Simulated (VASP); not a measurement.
# C (a cell with a defect) in VASP: single point with PBE

Aim: the single point of C (a cell with a defect) with PBE.

Program: VASP 6.6.1. These are calculated values, not measurements. Logs are shortened: lines on timing, memory, paths and dates and some standing lists are left out, and cuts for length are marked.

## Step 1: The cell of the first run

The cell holds a defect, 63 atoms: a = 7.140 Å, b = 7.140 Å, c = 7.140 Å, α = 90.00°, β = 90.00°, γ = 90.00°.

## Step 2: Single point, PBE

INCAR reads:

```
SYSTEM = C
  PREC = Accurate
  ENCUT = 520
  EDIFF = 1E-7
  ISMEAR = 0
  SIGMA = 0.05
  LREAL = Auto
  LASPH = .TRUE.
  NELM = 60
  ALGO = Normal
  ISIF = 2
  LWAVE = .FALSE.
  LCHARG = .FALSE.
  GGA = PE
  NBANDS = 163
```

KPOINTS reads:

```
Automatic mesh
0
G
  2 2 2
  0 0 0
```

POSCAR reads:

```
C
1.0
    7.1400000000      0.0000000000      0.0000000000
    0.0000000000      7.1400000000      0.0000000000
    0.0000000000      0.0000000000      7.1400000000
C
63
Direct
    0.4981633053     -0.0003442577     -0.0009203081
    0.6256428571      0.1248585434      0.1267880952
    0.7496992997      0.2494890756      0.0006777311
    0.8744906162      0.3731631653      0.1269908964
    0.7388375350     -0.0093183473      0.2405366947
   -0.0015553221      0.0007691877      0.0006946779
    0.1224879552      0.1253998599      0.1268198880
    0.2499693277      0.2506012605     -0.0009004202
    0.3743959384      0.3748969188      0.1252690476
    0.4992404762      0.4999749300      0.0001914566
    0.6243728291      0.6247165266      0.1253133053
    0.7485742297      0.7493016807     -0.0007892157
    0.8736457983      0.8770906162      0.1270029412
    0.2486546218      0.0006502801      0.2505453782
    0.3740698880      0.1251338936      0.3750322129
    0.4994946779      0.2496148459      0.2505508403
    0.6256631653      0.3733403361      0.3753032213
    0.7496915966      0.4994704482      0.2506759104
    0.8740607843      0.6251263305      0.3750343137
    0.4994886555      0.0006431373      0.4995120448
    0.6256434174      0.1253964986      0.6232732493
    0.7388466387      0.2595560224      0.5095407563
    0.8736578431      0.3731662465      0.6230689076
    0.7497032213      0.0007610644      0.7493861345
    0.8740819328      0.1251247899      0.8750309524
   -0.0004268908      0.5009570028     -0.0007931373
    0.1237756303      0.6255463585      0.1253144258
    0.2489023810      0.7502886555      0.0001903361
    0.3737445378      0.8753614846      0.1252673669
    0.0092754902      0.2596176471      0.2405649860
    0.1224928571      0.3733655462      0.3747707283
    0.2499735294      0.5010781513      0.2495647059
    0.3740785714      0.6251247899      0.3750354342
    0.4981704482      0.7491890756      0.2495640056
    0.6256481793      0.8769120448      0.3747584034
    0.0093049020     -0.0093763305      0.5094568627
    0.1224879552      0.1248661064      0.6232515406
    0.2486480392      0.2496170868      0.4995225490
    0.3737508403      0.3749002801      0.6248018207
    0.4981826331      0.5010663866      0.5005023810
    0.6243760504      0.6255429972      0.6247529412
    0.7496952381      0.7507913165      0.4993890756
    0.8744924370      0.8771035014      0.6230656863
    0.2499665266     -0.0003323529      0.7509728291
    0.3740621849      0.1251320728      0.8750326331
    0.4981668067      0.2506092437      0.7509857143
    0.6243708683      0.3748550420      0.8754487395
    0.7485781513      0.5009568627      0.7508565826
    0.8740728291      0.6251308123      0.8750310924
   -0.0015644258      0.7507764706      0.2506691877
    0.1225028011      0.8768886555      0.3753029412
   -0.0015543417      0.4994799720      0.4994007003
    0.1237766106      0.6247182073      0.6247599440
    0.2499820728      0.7491789916      0.5005152661
    0.3743980392      0.8753659664      0.6248040616
   -0.0015443978      0.2494901961      0.7493760504
    0.1237731092      0.3748539216      0.8746246499
    0.2489068627      0.4999767507      0.7498815126
    0.3740726891      0.6251316527      0.8750351541
    0.4992415966      0.7502868347      0.7498774510
    0.6243682073      0.8754081232      0.8746190476
   -0.0004306723      0.7493128852      0.7508591036
    0.1237697479      0.8754142857      0.8754460784
```

Potentials or basis: VASP PAW PBE potentials, release 64 (C).

On the command line:

```sh
cat potpaw_PBE.64/C/POTCAR > POTCAR
mpirun -np 1 vasp_std > vasp.out
```

OUTCAR:

```text
SYSTEM = C
   PREC = Accurate
   ENCUT = 520
   EDIFF = 1E-7
   ISMEAR = 0
   LREAL = Auto
   LASPH = .TRUE.
   NELM = 60
   ISIF = 2
   GGA = PE

 ion  position               nearest neighbor table
   1  0.498  1.000  0.999-  45 1.54  29 1.55  61 1.55   2 1.57
   2  0.626  0.125  0.127-   5 1.49  16 1.54   3 1.55   1 1.57
   3  0.750  0.249  0.001-  25 1.54   4 1.55   2 1.55  47 1.55
   4  0.874  0.373  0.127-  30 1.50   3 1.55  18 1.55  26 1.57
   5  0.739  0.991  0.241-   2 1.49  35 1.49  13 1.50
   6  0.998  0.001  0.001-  25 1.54  13 1.55   7 1.55  63 1.55
   7  0.122  0.125  0.127-  30 1.49  14 1.54   6 1.55   8 1.57
   8  0.250  0.251  0.999-  45 1.54   9 1.55  57 1.55   7 1.57
   9  0.374  0.375  0.125-   8 1.55  32 1.55  10 1.55  16 1.55
  10  0.499  0.500  0.000-  47 1.55  11 1.55   9 1.55  59 1.55
  11  0.624  0.625  0.125-  12 1.55  34 1.55  10 1.55  18 1.55
[... 8 lines left out ...]
  20  0.499  0.001  0.500-  15 1.54  35 1.54  21 1.54  55 1.55
  21  0.626  0.125  0.623-  22 1.49  20 1.54  24 1.55  46 1.57
  22  0.739  0.260  0.510-  21 1.49  17 1.49  23 1.50
[... 39 lines left out ...]
  62  1.000  0.749  0.751-  49 1.54  63 1.55  53 1.55  43 1.57
  63  0.124  0.875  0.875-  62 1.55  44 1.55  28 1.55   6 1.55

  LATTYP: Found a simple cubic cell.
 ALAT       =     7.1400000000

  Lattice vectors:

 A1 = (   7.1400000000,   0.0000000000,   0.0000000000)
 A2 = (   0.0000000000,   7.1400000000,   0.0000000000)
 A3 = (   0.0000000000,   0.0000000000,   7.1400000000)

Analysis of symmetry for initial positions (statically):
=====================================================================
 Subroutine PRICEL returns:
 Original cell was already a primitive cell.

 Routine SETGRP: Setting up the symmetry group for a
 simple cubic supercell.

 Subroutine GETGRP returns: Found  1 space group operations
 (whereof  1 operations were pure point group operations)
 out of a pool of 48 trial point group operations.

The static configuration has the point symmetry C_1 .

Analysis of symmetry for dynamics (positions and initial velocities):
=====================================================================
 Subroutine PRICEL returns:
 Original cell was already a primitive cell.

 Routine SETGRP: Setting up the symmetry group for a
 simple cubic supercell.

 Subroutine GETGRP returns: Found  1 space group operations
 (whereof  1 operations were pure point group operations)
 out of a pool of 48 trial point group operations.

The dynamic configuration has the point symmetry C_1 .

 Subroutine INISYM returns: Found  1 space group operations
 (whereof  1 operations are pure point group operations),
 and found     1 'primitive' translations

----------------------------------------------------------------------------------------

                                     Primitive cell

  volume of cell :     363.9943

  direct lattice vectors                    reciprocal lattice vectors
     7.140000000  0.000000000  0.000000000     0.140056022  0.000000000  0.000000000
     0.000000000  7.140000000  0.000000000     0.000000000  0.140056022  0.000000000
     0.000000000  0.000000000  7.140000000     0.000000000  0.000000000  0.140056022

  length of vectors
     7.140000000  7.140000000  7.140000000     0.140056022  0.140056022  0.140056022

  position of ions in fractional coordinates (direct lattice)
     0.498163305  0.999655742  0.999079692
     0.625642857  0.124858543  0.126788095
     0.749699300  0.249489076  0.000677731
     0.874490616  0.373163165  0.126990896
     0.738837535  0.990681653  0.240536695
     0.998444678  0.000769188  0.000694678
[... 55 lines left out ...]
     0.999569328  0.749312885  0.750859104
     0.123769748  0.875414286  0.875446078

  ion indices of the primitive-cell ions
   primitive index   ion index
                 1           1
                 2           2
                 3           3
                 4           4
                 5           5
                 6           6
[... 55 lines left out ...]
                62          62
                63          63

----------------------------------------------------------------------------------------

 KPOINTS: Automatic mesh

Automatic generation of k-mesh.
 Grid dimensions read from file:
 generate k-points for:    2    2    2

 Generating k-lattice:

  Cartesian coordinates                     Fractional coordinates (reciprocal lattice)
     0.070028011  0.000000000  0.000000000     0.500000000  0.000000000  0.000000000
     0.000000000  0.070028011  0.000000000     0.000000000  0.500000000  0.000000000
     0.000000000  0.000000000  0.070028011     0.000000000  0.000000000  0.500000000

  Length of vectors
     0.070028011  0.070028011  0.070028011

  Shift w.r.t. Gamma in fractional coordinates (k-lattice)
     0.000000000  0.000000000  0.000000000

 Subroutine IBZKPT returns following result:
 ===========================================

 Found      8 irreducible k-points:

 Following reciprocal coordinates:
            Coordinates               Weight
  0.000000  0.000000  0.000000      1.000000
  0.500000  0.000000  0.000000      1.000000
  0.000000  0.500000  0.000000      1.000000
  0.000000  0.000000  0.500000      1.000000
  0.500000  0.500000  0.000000      1.000000
  0.000000  0.500000  0.500000      1.000000
  0.500000  0.000000  0.500000      1.000000
  0.500000  0.500000  0.500000      1.000000
   k-points           NKPTS =      8   k-points in BZ     NKDIM =      8   number of bands    NBANDS=    163
   number of dos      NEDOS =    301   number of ions     NIONS =     63
   total plane-waves  NPLWV = 157464
   dimension x,y,z NGX =    54 NGY =   54 NGZ =   54
   dimension x,y,z NGXF=   108 NGYF=  108 NGZF=  108
   ions per type =              63
   NGX,Y,Z   is equivalent  to a cutoff of  12.57, 12.57, 12.57 a.u.
   NGXF,Y,Z  is equivalent  to a cutoff of  25.15, 25.15, 25.15 a.u.
 SYSTEM =  C
   PREC   = accura    normal or accurate (medium, high low for compatibility)
   ISTART =      0    job   : 0-new  1-cont  2-samecut
   ICHARG =      2    charge: 1-file 2-atom 10-const
   ISPIN  =      1    spin polarized calculation?
   LNONCOLLINEAR =      F non collinear calculations
   LSORBIT =      F    spin-orbit coupling
   LASPH  =      T    aspherical Exc in radial PAW
   ENCUT  =  520.0 eV  38.22 Ry    6.18 a.u.  13.28 13.28 13.28*2*pi/ulx,y,z
   NELM   =     60;   NELMIN=  2; NELMDL= -5     # of ELM steps
   EDIFF  = 0.1E-06   stopping-criterion for ELM
   LREAL  =      T    real-space projection
   EDIFFG = 0.1E-05   stopping-criterion for IOM
   NSW    =      0    number of steps for IOM
   IBRION =     -1    ionic relax: 0-MD 1-quasi-New 2-CG
   NFREE  =      0    steps in history (QN), initial steepest desc. (CG)
   ISIF   =      2    stress and relaxation
   ISYM   =      2    0-nonsym 1-usesym 2-fastsym
   POTIM  = 0.5000    time-step for ionic-motion
   TEBEG  =    0.0;   TEEND  =   0.0 temperature during run
   PSTRESS=    0.0 pullay stress
   NELECT =     252.0000    total number of electrons
   NUPDOWN=      -1.0000    fix difference up-down
   EMIN   =  10.00;   EMAX   =-10.00  energy-range for DOS
   EFERMI =   0.00;   METHOD = LEGACY
   ISMEAR =     0;   SIGMA  =   0.05  broadening in eV -4-tet -1-fermi 0-gaus
   EFERMI_NEDOS =   21; number of points for ismear=-14 and -15
   IALGO  =     38    algorithm
   IMIX   =      4    mixing-type and parameters
     AMIX     =   0.40;   BMIX     =  1.00
     AMIX_MAG =   1.60;   BMIX_MAG =  1.00
  volume/ion in A,a.u.               =       5.78        38.99
  Fermi-wavevector in a.u.,A,eV,Ry     =   1.448250  2.736795 28.537232  2.097427
  Thomas-Fermi vector in A             =   2.566112
   LORBIT       =      0    0 simple, 1 ext, 2 COOP (PROOUT), +10 PAW based schemes
   GGA     = PE    functional components
   LHFCALC =     F    Hartree Fock is set to
   AEXX    =    0.0000 exact exchange contribution
   IVDW    =     0    specifies the selected vdW correction
   LEPSILON=     F    determine dielectric tensor
   LRPA    =     F    only Hartree local field effects (RPA)
 non-spin polarized calculation
 Gauss-broadening in eV      SIGMA  =   0.05
  energy-cutoff  :      520.00
  volume of cell :      363.99
 maximum number of plane-waves:      9808
 NGX is ok and might be reduce to    54
   NGX = 27   NGY = 27   NGZ = 27

 number of electron     251.9999991 magnetization

 Free energy of the ion-electron system (eV)
  ---------------------------------------------------
  ext. energy  EPLUGINS =         0.00000000
  ---------------------------------------------------
  free energy    TOTEN  =      -566.21562817 eV

  energy without entropy =     -566.19724279  energy(sigma->0) =     -566.20643548

 E-fermi :  11.0043     XC(G=0): -13.1476

 val. band max:       11.0042594138   @ k =   0.0000   0.5000   0.0000
 cond. band min:      11.0281502456   @ k =   0.0000   0.5000   0.0000
 fundamental gap:      0.0238908318
 Fermi energy:        11.0042943274

 k-point     1 :       0.0000    0.0000    0.0000
  band No.  band energies     occupation
      1     -11.9560      2.00000
      2      -9.7564      2.00000
      3      -9.7546      2.00000
      4      -9.7386      2.00000
      5      -9.7371      2.00000
      6      -9.7370      2.00000
[... 1117 lines left out ...]
    137      15.4690      0.00000
    138      15.4717      0.00000
 [bands above 138 left out]

------------------------ aborting loop because EDIFF is reached ----------------------------------------

  FORCE on cell =-STRESS in cart. coord.  units (eV):
  Direction    XX          YY          ZZ          XY          YZ          ZX
  --------------------------------------------------------------------------------------
  -------------------------------------------------------------------------------------
  Total        4.7827023      3.6046541      3.6104031     -0.0026087      0.0139206     -0.0079020
  in kB       21.0518030     15.8664419     15.8917468     -0.0114828      0.0612735     -0.0347819
  external PRESSURE =      17.6033306 kB  Pullay stress =       0.0000000 kB

 VOLUME and BASIS-vectors are now :
 -----------------------------------------------------------------------------
  energy-cutoff  :      520.00
  volume of cell :      363.99
      direct lattice vectors                 reciprocal lattice vectors
     7.140000000  0.000000000  0.000000000     0.140056022  0.000000000  0.000000000
     0.000000000  7.140000000  0.000000000     0.000000000  0.140056022  0.000000000
     0.000000000  0.000000000  7.140000000     0.000000000  0.000000000  0.140056022

 POSITION                                       TOTAL-FORCE (eV/Angst)
 -----------------------------------------------------------------------------------
      3.55689      7.13754      7.13343         0.011351      0.003915      0.005053
      4.46709      0.89149      0.90527        -0.012841      0.014115     -0.013750
      5.35285      1.78135      0.00484        -0.002827      0.001318     -0.002148
      6.24386      2.66439      0.90672        -0.007747      0.016873     -0.012445
      5.27530      7.07347      1.71743         0.019875      0.002619      0.014934
      7.12890      0.00549      0.00496         0.008998     -0.004761     -0.004500
[... 55 lines left out ...]
      7.13692      5.35009      5.36113        -0.002242     -0.000423     -0.001454
      0.88372      6.25046      6.25068        -0.003725      0.009442      0.007846
 -----------------------------------------------------------------------------------
    total drift:                                0.107701     -0.022793      0.032357

  FREE ENERGIE OF THE ION-ELECTRON SYSTEM (eV)
  ---------------------------------------------------
  free  energy   TOTEN  =      -566.2156281708 eV

  energy  without entropy=     -566.1972427856  energy(sigma->0) =     -566.20643548
```

It took 28 min on 1 thread of Intel Xeon 8259CL, shared host; peak memory 0.56 GiB.

What came out:

```
Free energy            : -566.2156 eV
Pressure               : 1.8 GPa
Largest force          : 0.032 eV/Å
Band gap on the k mesh : zero (bands 126 and 127 overlap by 0.25 eV)
```

Forces in eV/Å, atoms in the order of the input:
```
C    0.011  0.004  0.005
C   -0.013  0.014 -0.014
C   -0.003  0.001 -0.002
C   -0.008  0.017 -0.012
C    0.020  0.003  0.015
C    0.009 -0.005 -0.004
C   -0.001 -0.011 -0.016
C   -0.005 -0.001  0.006
C    0.003  0.003 -0.003
C    0.007  0.001  0.000
C   -0.004 -0.003 -0.003
C   -0.002  0.001  0.004
C    0.010 -0.001 -0.014
C   -0.007 -0.003  0.006
C    0.005 -0.001  0.002
C    0.000 -0.001  0.001
C   -0.015  0.014 -0.009
C   -0.001  0.001  0.000
C    0.006  0.000  0.002
C    0.001  0.001  0.005
C   -0.014 -0.017  0.010
C    0.020  0.003 -0.019
C    0.009  0.008  0.005
C   -0.004 -0.003 -0.004
C    0.002  0.001  0.002
C   -0.007 -0.012  0.008
C    0.000 -0.007 -0.006
C   -0.003  0.002 -0.002
C    0.004 -0.001 -0.003
C   -0.016 -0.020  0.011
C    0.001  0.013  0.011
C   -0.005 -0.006  0.001
C    0.004  0.000  0.002
C    0.001 -0.001  0.000
C   -0.012 -0.008  0.015
C   -0.024  0.020  0.007
C    0.007 -0.004  0.001
C   -0.004 -0.003  0.000
C    0.003  0.002  0.002
C    0.008 -0.004 -0.004
C   -0.001 -0.005 -0.005
C   -0.004  0.001  0.005
C    0.000 -0.011  0.002
C   -0.005  0.003 -0.003
C    0.005  0.000  0.002
C   -0.002 -0.001  0.001
C   -0.002  0.005  0.002
C    0.000 -0.004  0.000
C    0.005  0.000  0.002
C    0.001  0.004  0.000
C    0.010 -0.006 -0.008
C    0.009  0.002  0.002
C   -0.003 -0.007 -0.011
C   -0.004  0.002 -0.008
C    0.006  0.002 -0.004
C   -0.002  0.003 -0.002
C    0.003  0.004  0.005
C   -0.001 -0.001  0.000
C    0.004  0.000  0.002
C    0.001  0.002 -0.001
C    0.000  0.001  0.004
C   -0.002  0.000 -0.001
C   -0.004  0.009  0.008
```

Levels at points of the mesh, in eV from the Fermi level:
```csv
k point,band 124,band 125,band 126,band 127,band 128,band 129
"(0.00, 0.00, 0.00)",-2.15,-2.15,0.25,0.27,0.27,2.88
"(0.50, 0.00, 0.00)",-3.37,-2.35,-0.34,0.02,0.02,2.70
"(0.00, 0.50, 0.00)",-3.37,-2.35,-0.32,0.00,0.02,2.70
"(0.00, 0.00, 0.50)",-3.37,-2.35,-0.32,0.00,0.02,2.70
"(0.50, 0.50, 0.00)",-2.43,-2.36,-0.48,0.11,0.13,4.07
"(0.00, 0.50, 0.50)",-2.43,-2.36,-0.50,0.13,0.13,4.07
"(0.50, 0.00, 0.50)",-2.43,-2.36,-0.48,0.11,0.13,4.07
"(0.50, 0.50, 0.50)",-3.31,-3.30,0.11,0.13,0.13,4.38
```

Caveat: the k points lie up to 0.44 Å⁻¹ apart.

The gap in the log of VASP goes by the Fermi energy; the results here count the filled bands.